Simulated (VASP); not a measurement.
# TiO2 (C2/c) in VASP: settings compared, part 3 of 3

VASP 6.6.1. Earlier steps stand in the parts before.

**5. Single point, PBE**

This run uses another cell than the first one, of 11.94 Å³/atom.

Contents of INCAR:

```
  PREC = Accurate
  ENCUT = 520
  EDIFF = 1E-6
  ISMEAR = -1
  SIGMA = 0.05
  LREAL = False
  LASPH = True
  NELM = 100
  ALGO = Normal
  ISIF = 2
  LWAVE = False
  LCHARG = False
  GGA = PE
  NBANDS = 33
```

Contents of KPOINTS:

```
Automatic mesh
0
Gamma
  8 8 6
```

Contents of POSCAR:

```
TiO2
1.0
    2.7239552772     -2.7245803899      0.0000000000
    2.7239552772      2.7245803899      0.0000000000
   -2.6509721109      0.0000000000      4.8284037337
Ti O
2 4
Direct
    0.8658900000      0.1341100000      0.7500000000
    0.1341100000      0.8658900000      0.2500000000
    0.0887550000      0.3312210000      0.1671490000
    0.9112450000      0.6687790000      0.8328510000
    0.6687790000      0.9112450000      0.3328510000
    0.3312210000      0.0887550000      0.6671490000
```

Potentials or basis: VASP PAW PBE potentials, release 64 (Ti_sv, O).

The run is started by

```bash
$ cat potpaw_PBE.64/Ti_sv/POTCAR potpaw_PBE.64/O/POTCAR > POTCAR
$ mpirun -np 1 vasp_std > vasp.out
```

OUTCAR:

```text
PREC = Accurate
   ENCUT = 520
   EDIFF = 1E-6
   ISMEAR = -1
   LREAL = False
   LASPH = True
   NELM = 100
   ISIF = 2
   GGA = PE

 ion  position               nearest neighbor table
   1  0.866  0.134  0.750-   4 1.95   6 1.95   6 1.99   4 1.99   3 2.02   5 2.02
   2  0.134  0.866  0.250-   5 1.95   3 1.95   5 1.99   3 1.99   6 2.02   4 2.02
   3  0.089  0.331  0.167-   2 1.95   2 1.99   1 2.02
   4  0.911  0.669  0.833-   1 1.95   1 1.99   2 2.02
   5  0.669  0.911  0.333-   2 1.95   2 1.99   1 2.02
   6  0.331  0.089  0.667-   1 1.95   1 1.99   2 2.02

  LATTYP: Found a base centered monoclinic cell.
 ALAT       =     5.4479105544
 B/A-ratio  =     1.0002294871
 C/A-ratio  =     1.0110809974
 COS(beta)  =    -0.4812705001

  Lattice vectors:

 A1 = (   2.7239552772,  -2.7245803899,   0.0000000000)
 A2 = (   2.7239552772,   2.7245803899,   0.0000000000)
 A3 = (  -2.6509721109,   0.0000000000,   4.8284037337)

Analysis of symmetry for initial positions (statically):
=====================================================================
 Subroutine PRICEL returns:
 Original cell was already a primitive cell.

 Routine SETGRP: Setting up the symmetry group for a
 base centered monoclinic supercell.

 Subroutine GETGRP returns: Found  4 space group operations
 (whereof  2 operations were pure point group operations)
 out of a pool of  4 trial point group operations.

The static configuration has the point symmetry S_2 .
 The point group associated with its full space group is C_2h.

Analysis of symmetry for dynamics (positions and initial velocities):
=====================================================================
 Subroutine PRICEL returns:
 Original cell was already a primitive cell.

 Routine SETGRP: Setting up the symmetry group for a
 base centered monoclinic supercell.

 Subroutine GETGRP returns: Found  4 space group operations
 (whereof  2 operations were pure point group operations)
 out of a pool of  4 trial point group operations.

The dynamic configuration has the point symmetry S_2 .
 The point group associated with its full space group is C_2h.

 Subroutine INISYM returns: Found  4 space group operations
 (whereof  2 operations are pure point group operations),
 and found     1 'primitive' translations

----------------------------------------------------------------------------------------

                                     Primitive cell

  volume of cell :      71.6693

  direct lattice vectors                    reciprocal lattice vectors
     2.723955277 -2.724580390  0.000000000     0.183556611 -0.183514497  0.100779364
     2.723955277  2.724580390  0.000000000     0.183556611  0.183514497  0.100779364
    -2.650972111  0.000000000  4.828403734     0.000000000  0.000000000  0.207107785

  length of vectors
     3.852696543  3.852696543  5.508278837     0.278436852  0.278436852  0.207107785

  position of ions in fractional coordinates (direct lattice)
     0.865890000  0.134110000  0.750000000
     0.134110000  0.865890000  0.250000000
     0.088755000  0.331221000  0.167149000
     0.911245000  0.668779000  0.832851000
     0.668779000  0.911245000  0.332851000
     0.331221000  0.088755000  0.667149000

  ion indices of the primitive-cell ions
   primitive index   ion index
                 1           1
                 2           2
                 3           3
                 4           4
                 5           5
[... 33 lines left out ...]
  0.375000  0.000000 -0.000000      4.000000
  0.500000  0.000000  0.000000      2.000000
  0.125000  0.125000  0.000000      2.000000
[... 16 lines left out ...]
  0.125000  0.000000  0.166667      4.000000
  0.250000  0.000000  0.166667      4.000000
 [... further k-points ...]
   k-points           NKPTS =    114   k-points in BZ     NKDIM =    114   number of bands    NBANDS=     33
   number of dos      NEDOS =    301   number of ions     NIONS =      6
   total plane-waves  NPLWV =  37800
   dimension x,y,z NGX =    30 NGY =   30 NGZ =   42
   dimension x,y,z NGXF=    60 NGYF=   60 NGZF=   84
   ions per type =               2   4
   NGX,Y,Z   is equivalent  to a cutoff of  12.95, 12.95, 12.68 a.u.
   NGXF,Y,Z  is equivalent  to a cutoff of  25.89, 25.89, 25.35 a.u.
 SYSTEM =  unknown system
   PREC   = accura    normal or accurate (medium, high low for compatibility)
   ISTART =      0    job   : 0-new  1-cont  2-samecut
   ICHARG =      2    charge: 1-file 2-atom 10-const
   ISPIN  =      1    spin polarized calculation?
   LNONCOLLINEAR =      F non collinear calculations
   LSORBIT =      F    spin-orbit coupling
   LASPH  =      T    aspherical Exc in radial PAW
   ENCUT  =  520.0 eV  38.22 Ry    6.18 a.u.   7.16  7.16 10.24*2*pi/ulx,y,z
   NELM   =    100;   NELMIN=  2; NELMDL= -5     # of ELM steps
   EDIFF  = 0.1E-05   stopping-criterion for ELM
   LREAL  =      F    real-space projection
   EDIFFG = 0.1E-04   stopping-criterion for IOM
   NSW    =      0    number of steps for IOM
   IBRION =     -1    ionic relax: 0-MD 1-quasi-New 2-CG
   NFREE  =      0    steps in history (QN), initial steepest desc. (CG)
   ISIF   =      2    stress and relaxation
   ISYM   =      2    0-nonsym 1-usesym 2-fastsym
   POTIM  = 0.5000    time-step for ionic-motion
   TEBEG  =    0.0;   TEEND  =   0.0 temperature during run
   PSTRESS=    0.0 pullay stress
   NELECT =      48.0000    total number of electrons
   NUPDOWN=      -1.0000    fix difference up-down
   EMIN   =  10.00;   EMAX   =-10.00  energy-range for DOS
   EFERMI =   0.00;   METHOD = LEGACY
   ISMEAR =    -1;   SIGMA  =   0.05  broadening in eV -4-tet -1-fermi 0-gaus
   EFERMI_NEDOS =   21; number of points for ismear=-14 and -15
   IALGO  =     38    algorithm
   IMIX   =      4    mixing-type and parameters
     AMIX     =   0.40;   BMIX     =  1.00
     AMIX_MAG =   1.60;   BMIX_MAG =  1.00
  volume/ion in A,a.u.               =      11.94        80.61
  Fermi-wavevector in a.u.,A,eV,Ry     =   1.432334  2.706718 27.913435  2.051580
  Thomas-Fermi vector in A             =   2.551972
   LORBIT       =      0    0 simple, 1 ext, 2 COOP (PROOUT), +10 PAW based schemes
   GGA     = PE    functional components
   LHFCALC =     F    Hartree Fock is set to
   AEXX    =    0.0000 exact exchange contribution
   IVDW    =     0    specifies the selected vdW correction
   LEPSILON=     F    determine dielectric tensor
   LRPA    =     F    only Hartree local field effects (RPA)
 non-spin polarized calculation
  energy-cutoff  :      520.00
  volume of cell :       71.67
 maximum number of plane-waves:      1940
 NGX is ok and might be reduce to    30
   NGX = 15   NGY = 15   NGZ = 21

 number of electron      48.0000008 magnetization

 Free energy of the ion-electron system (eV)
  ---------------------------------------------------
  ext. energy  EPLUGINS =         0.00000000
  ---------------------------------------------------
  free energy    TOTEN  =       -53.83078445 eV

  energy without entropy =      -53.83078445  energy(sigma->0) =      -53.83078445

 E-fermi :   3.9973     XC(G=0): -10.4829

 val. band max:        2.9356170669   @ k =   0.5000   0.5000   0.0000
 cond. band min:       4.9421875011   @ k =   0.0000   0.0000   0.0000
 fundamental gap:      2.0065704342
 Fermi energy:         3.9972539019

 k-point     1 :       0.0000    0.0000    0.0000
  band No.  band energies     occupation
      1     -53.6462      2.00000
      2     -53.5983      2.00000
      3     -30.0430      2.00000
      4     -29.8432      2.00000
      5     -29.8424      2.00000
      6     -29.7871      2.00000
[... 853 lines left out ...]
     32       8.3981      0.00000
     33       8.5928      0.00000

 [... further k-points ...]

------------------------ aborting loop because EDIFF is reached ----------------------------------------

  FORCE on cell =-STRESS in cart. coord.  units (eV):
  Direction    XX          YY          ZZ          XY          YZ          ZX
  --------------------------------------------------------------------------------------
  -------------------------------------------------------------------------------------
  Total       -2.2208510     -2.2334063     -2.0355914      0.0000000      0.0000000     -0.1713846
  in kB      -49.6474373    -49.9281130    -45.5059333      0.0000000      0.0000000     -3.8313260
  external PRESSURE =     -48.3604945 kB  Pullay stress =       0.0000000 kB

 VOLUME and BASIS-vectors are now :
 -----------------------------------------------------------------------------
  energy-cutoff  :      520.00
  volume of cell :       71.67
      direct lattice vectors                 reciprocal lattice vectors
     2.723955277 -2.724580390  0.000000000     0.183556611 -0.183514497  0.100779364
     2.723955277  2.724580390  0.000000000     0.183556611  0.183514497  0.100779364
    -2.650972111  0.000000000  4.828403734     0.000000000  0.000000000  0.207107785

 POSITION                                       TOTAL-FORCE (eV/Angst)
 -----------------------------------------------------------------------------------
      0.73573     -1.99379      3.62130         0.000000     -0.040281     -0.000000
      2.06121      1.99379      1.20710         0.000000      0.040281     -0.000000
      0.70089      0.66062      0.80706         0.016711      0.046294     -0.207835
      2.09605     -0.66062      4.02134        -0.016711     -0.046294      0.207835
      3.42154      0.66062      1.60714        -0.016711      0.046294      0.207835
     -0.62460     -0.66062      3.22126         0.016711     -0.046294     -0.207835
 -----------------------------------------------------------------------------------
    total drift:                                0.000000      0.000000     -0.000000

  FREE ENERGIE OF THE ION-ELECTRON SYSTEM (eV)
  ---------------------------------------------------
  free  energy   TOTEN  =       -53.8307844501 eV

  energy  without entropy=      -53.8307844499  energy(sigma->0) =      -53.83078445
```

stdout:

```text
POSCAR found type information on POSCAR TiO
 POSCAR found :  2 types and       6 ions
 scaLAPACK will be used
 LDA part: xc-table for (Slater+PW92), standard interpolation
 POSCAR, INCAR and KPOINTS ok, starting setup
 FFT: planning ... GRIDC
 FFT: planning ... GRID_SOFT
 FFT: planning ... GRID
 WAVECAR not read
 entering main loop
```

It took 2.3 min on 1 thread of Intel Xeon 6975P-C (Granite Rapids), shared host; peak memory 0.32 GiB.

Results:

* Free energy: -53.8308 eV
* Pressure: -4.8 GPa
* Largest force: 0.214 eV/Å
* Band gap on the k mesh: 2.01 eV (least direct gap 2.34 eV)

Forces on the atoms (eV/Å):
```
Ti   0.000 -0.040  0.000
Ti   0.000  0.040  0.000
O    0.017  0.046 -0.208
O   -0.017 -0.046  0.208
O   -0.017  0.046  0.208
O    0.017 -0.046 -0.208
```

Stress tensor (GPa, compression positive):
```
-4.96  0.00 -0.38
 0.00 -4.99  0.00
-0.38  0.00 -4.55
```

Levels at points of the mesh, in eV from the valence-band top:
| k point | band 21 | band 22 | band 23 | band 24 | band 25 | band 26 | band 27 | band 28 |
| --- | --- | --- | --- | --- | --- | --- | --- | --- |
| (0.00, 0.00, 0.00) | -0.77 | -0.73 | -0.42 | -0.42 | 2.01 | 2.69 | 3.69 | 3.70 |
| (0.50, 0.00, 0.00) | -1.80 | -0.89 | -0.86 | -0.62 | 3.10 | 3.25 | 3.27 | 3.50 |
| (0.50, 0.50, 0.00) | -2.11 | -1.82 | -0.01 | 0.00 | 3.11 | 3.15 | 3.40 | 3.73 |
| (0.00, 0.00, 0.50) | -1.24 | -1.24 | -0.13 | -0.13 | 2.33 | 2.33 | 3.52 | 3.52 |
| (0.50, 0.00, 0.50) | -1.82 | -0.89 | -0.85 | -0.62 | 2.96 | 3.34 | 3.37 | 3.39 |
| (0.50, 0.50, 0.50) | -1.96 | -1.96 | -0.02 | -0.02 | 3.14 | 3.14 | 3.57 | 3.57 |

Caveat: the cell stands under tension.

**6. The runs side by side**

| task | level | potentials or basis | U | cell | cutoff (eV) | gap on the mesh (eV) | pressure (GPa) | largest force (eV/Å) |
| --- | --- | --- | --- | --- | --- | --- | --- | --- |
| single point | PBEsol | VASP PAW PBE potentials, release 64 (Ti_sv, O) | - | a = 3.776, b = 3.776, c = 5.398 Å, angles 109.9, 109.9, 90.0°, 6 atoms | 520 | 2.10 | 1.6 | 0.11 |
| relaxation of cell and atoms | LDA | VASP PAW LDA potentials, release 64 (Ti_sv, O) | - | relaxed from a = 3.827, b = 3.827, c = 5.472 Å, angles 109.9, 109.9, 90.0°, 6 atoms | 600 | 2.09 | 0.0 | 0.01 |
| single point | PBE+U | VASP PAW PBE potentials, release 64 (Ti_sv, O) | Ti d U = 8.0 eV | a = 3.827, b = 3.827, c = 5.472 Å, angles 109.9, 109.9, 90.0°, 6 atoms | 520 | 3.27 | 12.8 | 0.45 |
| single point | PBE | VASP PAW PBE potentials, release 64 (Ti_sv, O) | - | a = 3.853, b = 3.853, c = 5.508 Å, angles 109.9, 109.9, 90.0°, 6 atoms | 520 | 2.01 | -4.8 | 0.21 |

Alike in all rows: no spin polarisation; k mesh 8 × 8 × 6; smearing fermi-dirac 0.05 eV.

Caveats: the PAW data sets were made with another functional, which shifts forces and pressure a little (at least some runs); the cell stands under pressure (at least some runs); the cell stands under tension (at least some runs).

Total energies depend on the potentials used, so only differences within one code and one set of settings carry meaning.
